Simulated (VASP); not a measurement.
# Se (P1) in VASP: single point with LDA

Aim: the single point of Se with LDA.

Everything below comes from runs of VASP 6.6.1. Logs are shortened: lines on timing, memory, paths and dates and some standing lists are left out, and cuts for length are marked.

**1. The cell of the first run**

The typed cell holds 3 atoms: a = 4.367 Å, b = 4.404 Å, c = 4.954 Å, α = 90.41°, β = 91.14°, γ = 120.85°.

**2. Single point, LDA (equal xy, yz and zx shear strains of -2 %)**

Contents of INCAR:

```
SYSTEM = Se
  ALGO = Normal
  EDIFF = 1E-6
  ENCUT = 520
  GGA = CA
  ISIF = 2
  ISMEAR = -1
  LASPH = .TRUE.
  LCHARG = .TRUE.
  LELF = .TRUE.
  LREAL = .FALSE.
  LVHAR = .TRUE.
  LWAVE = .FALSE.
  NBANDS = 16
  NELM = 80
  PREC = Accurate
  SIGMA = 0.03
```

Contents of KPOINTS:

```
k-points
0
G
  6 6 5
  0 0 0
```

Contents of POSCAR:

```
Se
1.0
    4.3661999489     -0.0436619995     -0.0436619995
   -2.2209123752      3.8030710735     -0.0159814010
   -0.0495360000     -0.0495360000      4.9536000000
Se
3
Direct
    0.2254000000      0.0000000000      0.3333333333
    0.0000000000      0.2254000000      0.6666666667
    0.7746000000      0.7746000000      0.0000000000
```

Potentials or basis: VASP PAW LDA potentials, release 64 (Se).

Started as:

```console
$ cat potpaw_LDA.64/Se/POTCAR > POTCAR
$ mpirun -np 1 vasp_std > vasp.out
```

OUTCAR:

```text
SYSTEM = Se
   EDIFF = 1E-6
   ENCUT = 520
   GGA = CA
   ISIF = 2
   ISMEAR = -1
   LASPH = .TRUE.
   LREAL = .FALSE.
   NELM = 80
   PREC = Accurate

 ion  position               nearest neighbor table
   1  0.225  0.000  0.333-   3 2.33   2 2.39
   2  0.000  0.225  0.667-   1 2.39   3 2.40
   3  0.775  0.775  0.000-   1 2.33   2 2.40

  LATTYP: Found a triclinic cell.
 ALAT       =     4.3288535081
 B/A-ratio  =     1.7320508076
 C/A-ratio  =     2.3417134967
 COS(alpha) =     0.0047532071
 COS(beta)  =     0.4479233061
 COS(gamma) =     0.8609641916

  Lattice vectors:

 A1 = (   2.1452875737,   3.7594090740,  -0.0596434005)
 A2 = (   6.5114875226,   3.7157470745,  -0.1033054000)
 A3 = (  -4.3922887504,   7.6556781470,  -4.9855628020)

Analysis of symmetry for initial positions (statically):
=====================================================================
 Subroutine PRICEL returns:
 Original cell was already a primitive cell.

 Routine SETGRP: Setting up the symmetry group for a
 triclinic supercell.

 Subroutine GETGRP returns: Found  1 space group operations
 (whereof  1 operations were pure point group operations)
 out of a pool of  2 trial point group operations.

The static configuration has the point symmetry C_1 .

Analysis of symmetry for dynamics (positions and initial velocities):
=====================================================================
 Subroutine PRICEL returns:
 Original cell was already a primitive cell.

 Routine SETGRP: Setting up the symmetry group for a
 triclinic supercell.

 Subroutine GETGRP returns: Found  1 space group operations
 (whereof  1 operations were pure point group operations)
 out of a pool of  2 trial point group operations.

The dynamic configuration has the point symmetry C_1 .

 Subroutine INISYM returns: Found  1 space group operations
 (whereof  1 operations are pure point group operations),
 and found     1 'primitive' translations

----------------------------------------------------------------------------------------

                                     Primitive cell

  volume of cell :      81.7575

  direct lattice vectors                    reciprocal lattice vectors
     4.366199949 -0.043661999 -0.043661999     0.230414336  0.134572394  0.003649867
    -2.220912375  3.803071073 -0.015981401     0.002671888  0.264516942  0.002671888
[... 80 lines left out ...]
   ICHARG =      2    charge: 1-file 2-atom 10-const
   ISPIN  =      1    spin polarized calculation?
   LNONCOLLINEAR =      F non collinear calculations
   LSORBIT =      F    spin-orbit coupling
   LASPH  =      T    aspherical Exc in radial PAW
   ENCUT  =  520.0 eV  38.22 Ry    6.18 a.u.   8.12  8.19  9.21*2*pi/ulx,y,z
   NELM   =     80;   NELMIN=  2; NELMDL= -5     # of ELM steps
   EDIFF  = 0.1E-05   stopping-criterion for ELM
   LREAL  =      F    real-space projection
   EDIFFG = 0.1E-04   stopping-criterion for IOM
   NSW    =      0    number of steps for IOM
   IBRION =     -1    ionic relax: 0-MD 1-quasi-New 2-CG
   NFREE  =      0    steps in history (QN), initial steepest desc. (CG)
   ISIF   =      2    stress and relaxation
   ISYM   =      2    0-nonsym 1-usesym 2-fastsym
   POTIM  = 0.5000    time-step for ionic-motion
   TEBEG  =    0.0;   TEEND  =   0.0 temperature during run
   PSTRESS=    0.0 pullay stress
   NELECT =      18.0000    total number of electrons
   NUPDOWN=      -1.0000    fix difference up-down
   EMIN   =  10.00;   EMAX   =-10.00  energy-range for DOS
   EFERMI =   0.00;   METHOD = LEGACY
   ISMEAR =    -1;   SIGMA  =   0.03  broadening in eV -4-tet -1-fermi 0-gaus
   EFERMI_NEDOS =   21; number of points for ismear=-14 and -15
   IALGO  =     38    algorithm
   IMIX   =      4    mixing-type and parameters
     AMIX     =   0.40;   BMIX     =  1.00
     AMIX_MAG =   1.60;   BMIX_MAG =  1.00
  volume/ion in A,a.u.               =      27.25       183.91
  Fermi-wavevector in a.u.,A,eV,Ry     =   0.988530  1.868051 13.295494  0.977191
  Thomas-Fermi vector in A             =   2.120063
   LORBIT       =      0    0 simple, 1 ext, 2 COOP (PROOUT), +10 PAW based schemes
   GGA     = CA    functional components
   LHFCALC =     F    Hartree Fock is set to
   AEXX    =    0.0000 exact exchange contribution
   IVDW    =     0    specifies the selected vdW correction
   LEPSILON=     F    determine dielectric tensor
   LRPA    =     F    only Hartree local field effects (RPA)
 non-spin polarized calculation
  energy-cutoff  :      520.00
  volume of cell :       81.76
 maximum number of plane-waves:      2218
   NGX = 17   NGY = 17   NGZ = 19

 number of electron      18.0000000 magnetization

 Free energy of the ion-electron system (eV)
  ---------------------------------------------------
  ext. energy  EPLUGINS =         0.00000000
  ---------------------------------------------------
  free energy    TOTEN  =       -12.30800330 eV

  energy without entropy =      -12.30800330  energy(sigma->0) =      -12.30800330

 E-fermi :   3.1518     XC(G=0):  -9.1842

 val. band max:        2.6161910369   @ k =   0.5000   0.1667   0.4000
 cond. band min:       3.6708522844   @ k =  -0.0000  -0.0000   0.4000
 fundamental gap:      1.0546612475
 Fermi energy:         3.1518206670

 k-point     1 :       0.0000    0.0000    0.0000
  band No.  band energies     occupation
      1     -13.2232      2.00000
      2      -9.1810      2.00000
      3      -9.0033      2.00000
      4      -1.2328      2.00000
      5      -1.1774      2.00000
      6      -1.0949      2.00000
[... 433 lines left out ...]
      3      -8.5136      2.00000
      4      -2.6093      2.00000
      5      -2.4023      2.00000
      6      -1.0117      2.00000
[... 8 lines left out ...]
     15      11.9463      0.00000
     16      12.1852      0.00000

 [... further k-points ...]
[... 5 lines left out ...]
  --------------------------------------------------------------------------------------
  -------------------------------------------------------------------------------------
  Total       -0.5121153     -0.9526592      0.0344567      0.3717481      0.5088111      0.7471514
  in kB      -10.0357702    -18.6689770      0.6752383      7.2850369      9.9710192     14.6417020
  external PRESSURE =      -9.3431696 kB  Pullay stress =       0.0000000 kB

 VOLUME and BASIS-vectors are now :
 -----------------------------------------------------------------------------
  energy-cutoff  :      520.00
  volume of cell :       81.76
      direct lattice vectors                 reciprocal lattice vectors
     4.366199949 -0.043661999 -0.043661999     0.230414336  0.134572394  0.003649867
    -2.220912375  3.803071073 -0.015981401     0.002671888  0.264516942  0.002671888
    -0.049536000 -0.049536000  4.953600000     0.002039537  0.002039537  0.201914176

 POSITION                                       TOTAL-FORCE (eV/Angst)
 -----------------------------------------------------------------------------------
      0.96763     -0.02635      1.64136         0.369760      0.167297      0.339946
     -0.53362      0.82419      3.29880        -0.040751      0.076472      0.035798
      1.66174      2.91204     -0.04620        -0.329009     -0.243769     -0.375744
 -----------------------------------------------------------------------------------
    total drift:                               -0.000085      0.000085      0.000065

  FREE ENERGIE OF THE ION-ELECTRON SYSTEM (eV)
  ---------------------------------------------------
  free  energy   TOTEN  =       -12.3080032983 eV

  energy  without entropy=      -12.3080032974  energy(sigma->0) =      -12.30800330
```

OSZICAR:

```text
N       E                     dE             d eps       ncg     rms          rms(c)
DAV:   1     0.790594547960E+02    0.79059E+02   -0.71960E+03  2944   0.932E+02
DAV:   2    -0.711609287535E+01   -0.86176E+02   -0.81883E+02  3912   0.154E+02
DAV:   3    -0.123956437120E+02   -0.52796E+01   -0.52593E+01  3720   0.433E+01
DAV:   4    -0.124344287613E+02   -0.38785E-01   -0.38780E-01  3792   0.436E+00
DAV:   5    -0.124347093239E+02   -0.28056E-03   -0.28056E-03  3792   0.363E-01    0.733E+00
DAV:   6    -0.123440838066E+02    0.90626E-01   -0.40107E-02  3648   0.118E+00    0.448E+00
DAV:   7    -0.123088757346E+02    0.35208E-01   -0.77605E-02  3464   0.158E+00    0.199E-01
DAV:   8    -0.123079780103E+02    0.89772E-03   -0.83999E-03  3288   0.555E-01    0.958E-02
DAV:   9    -0.123080022452E+02   -0.24235E-04   -0.26543E-04  4200   0.100E-01    0.283E-02
DAV:  10    -0.123080029225E+02   -0.67733E-06   -0.16692E-05  3552   0.252E-02    0.612E-03
DAV:  11    -0.123080032983E+02   -0.37579E-06   -0.24163E-06  3600   0.879E-03
   1 F= -.12308003E+02 E0= -.12308003E+02  d E =-.844740E-09
```

stdout:

```text
POSCAR found type information on POSCAR Se
 POSCAR found :  1 types and       3 ions
 scaLAPACK will be used
 LDA part: xc-table for (Slater(with rela. corr.)+CA(PZ))
 , standard interpolation
 POSCAR, INCAR and KPOINTS ok, starting setup
 FFT: planning ... GRIDC
 FFT: planning ... GRID_SOFT
 FFT: planning ... GRID
 WAVECAR not read
 entering main loop
```

It took 44 s on 1 thread of AMD EPYC 9R45 (Zen 5), shared host; peak memory 0.19 GiB.

What came out:

```
Free energy            : -12.3080 eV
Pressure               : -0.9 GPa
Largest force          : 0.556 eV/Å
Band gap on the k mesh : 1.05 eV (least direct gap 1.38 eV)
```

Forces in eV/Å, atoms in the order of the input:
```
Se   0.370  0.167  0.340
Se  -0.041  0.076  0.036
Se  -0.329 -0.244 -0.376
```

Stress tensor (GPa, compression positive):
```
-1.00  0.73  1.46
 0.73 -1.87  1.00
 1.46  1.00  0.07
```

Levels at points of the mesh, in eV from the valence-band top:
| k point | band 5 | band 6 | band 7 | band 8 | band 9 | band 10 | band 11 | band 12 | band 13 | band 14 |
| --- | --- | --- | --- | --- | --- | --- | --- | --- | --- | --- |
| (0.00, 0.00, 0.00) | -3.79 | -3.71 | -2.02 | -1.99 | -0.36 | 1.71 | 1.88 | 2.26 | 5.88 | 6.33 |
| (0.50, 0.00, 0.00) | -4.74 | -3.46 | -2.81 | -1.74 | -0.98 | 1.80 | 2.24 | 4.33 | 5.07 | 7.48 |
| (0.00, 0.50, 0.00) | -4.69 | -3.42 | -2.95 | -1.76 | -0.95 | 1.85 | 2.36 | 3.99 | 5.17 | 7.52 |
| (0.50, 0.50, 0.00) | -4.65 | -3.38 | -2.93 | -1.75 | -0.90 | 1.87 | 2.40 | 4.00 | 5.18 | 7.48 |

Caveat: the cell differs from its parent crystal (equal xy, yz and zx shear strains of -2 %).
